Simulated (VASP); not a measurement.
**AlNi3: single point with PBEsol**

Crystal: AlNi3.

```
Al Ni
1.0
     0.00000    2.80189    2.80189
     2.80189    0.00000    2.80189
     2.80189    2.80189    0.00000
Al Ni
1 3
Direct
  0.52677 0.47323 0.52677
  0.25000 0.25000 0.25000
  0.00000 0.00000 0.00000
  0.75000 0.75000 0.75000
```

```yaml
Program: VASP 6.6.1
Task: single point
Functional: PBEsol
Potentials_or_basis: VASP PAW PBE potentials, release 64 (Al, Ni)
Cutoff: 520 eV
k_mesh: 10 × 10 × 10
Occupations: gaussian, width 0.05 eV
Spin: no spin polarisation
```

```json
{
  "Pressure": "0.3 GPa",
  "Largest force": "1.376 eV/Å",
  "Band gap on the k mesh": "zero (an odd number of electrons rules out a gap without spin polarisation)"
}
```

Forces in eV/Å, atoms in the order of the input:
```
Al   0.000 -1.376  0.000
Ni   0.000  0.568  0.000
Ni   0.000  0.241  0.000
Ni   0.000  0.568  0.000
```

Stress tensor (GPa, compression positive):
```
 0.59  0.00  0.00
 0.00 -0.19  0.00
 0.00  0.00  0.59
```

Levels at points of the mesh, in eV from the Fermi level:
| k point | band 13 | band 14 | band 15 | band 16 | band 17 | band 18 | band 19 | band 20 |
| --- | --- | --- | --- | --- | --- | --- | --- | --- |
| (0.00, 0.00, 0.00) | -0.56 | -0.55 | -0.52 | -0.51 | 5.32 | 5.32 | 5.47 | 5.88 |
| (0.50, 0.00, 0.00) | -0.64 | -0.64 | -0.47 | -0.47 | -0.14 | 4.26 | 4.28 | 4.87 |
| (0.50, 0.50, 0.00) | -1.06 | -0.75 | -0.59 | -0.36 | -0.35 | -0.34 | -0.03 | 4.27 |
| (0.50, 0.00, 0.50) | -1.07 | -0.74 | -0.59 | -0.37 | -0.34 | -0.34 | -0.03 | 4.26 |

It took 4.4 min on 1 thread of Intel Xeon 8259CL, with other jobs on the host, peak memory 0.23 GiB.

Caveat: the PAW data sets were made with another functional, which shifts forces and pressure a little. Spin polarisation is off, so any magnetic state and its effect on volume and gap are missing.
